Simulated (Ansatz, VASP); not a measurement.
**Two plane-wave programs on Ge2F3**

File INCAR:

```
ALGO = Normal
EDIFF = 1E-7
EDIFFG = -0.04
ENCUT = 600
GGA = PE
GGA_COMPAT = F
IBRION = 2
ISIF = 3
ISMEAR = 0
LASPH = T
LCHARG = F
LREAL = F
LWAVE = F
NELM = 120
NELMIN = 4
NSW = 90
PREC = Accurate
SIGMA = 0.1
```

Contents of KPOINTS:

```
k-points
0
Gamma
  4 4 4
```

Contents of POSCAR:

```
Ge2F3
1.0
    4.2757141300      0.0000000000      0.0000000000
    0.0000000000      4.2757141300      0.0000000000
    0.0000000000      0.0000000000      4.2757141300
Ge F
2 3
Direct
    0.0000000000      0.0000000000      0.0000000000
    0.5000000000      0.5000000000      0.5000000000
    0.0000000000      0.5000000000      0.5000000000
    0.5000000000      0.0000000000      0.5000000000
    0.5000000000      0.5000000000      0.0000000000
```

Input for Ansatz:

```yaml
crystal:
  lattice:
    - [4.27571413, 0.0, 0.0]
    - [0.0, 4.27571413, 0.0]
    - [0.0, 0.0, 4.27571413]
  atoms:
    - { symbol: Ge, position: [0.0, 0.0, 0.0] }
    - { symbol: Ge, position: [0.5, 0.5, 0.5] }
    - { symbol: F, position: [0.0, 0.5, 0.5] }
    - { symbol: F, position: [0.5, 0.0, 0.5] }
    - { symbol: F, position: [0.5, 0.5, 0.0] }
basis:
  ecutwfc: 420
kpoints:
  mp_grid: { grid: [4, 4, 4] }
hamiltonian:
  xc: pbe
scf:
  occupations: { method: gaussian, width: 0.1 }
  lower_state_search: "off"
output:
  forces: true
  stress: true
  eigenvalues: true
relax:
  adjacent_minimum: "off"
  f_tol: 0.04
  max_steps: 70
  cell: { stress_tol: 0.4 }
```

Alike in both runs: task relaxation of cell and atoms; functional PBE; k mesh 4 × 4 × 4; occupations gaussian, width 0.1 eV; no spin polarisation.

```csv
,VASP,Ansatz
version,VASP 6.6.1,Ansatz 0.2.0
potentials or method,"VASP PAW PBE potentials, release 64 (Ge_d, F), cutoff 600 eV","scalar-relativistic, plane waves, PAW"
valence electrons in the cell,49,49
```

```csv
,VASP,Ansatz,Ansatz less VASP
"gap on the k mesh at the Fermi level, each at its own relaxed structure (eV)",none,none,-
relaxed volume (Å³/atom),16.98,17.07,+0.093
relaxed cell length with the largest relative difference (Å),4.395,4.403,+0.0080
```

A gap of «none» marks a metal or a gap that the smearing closes.

The k mesh is coarse, so the values compare programs but aren't converged.
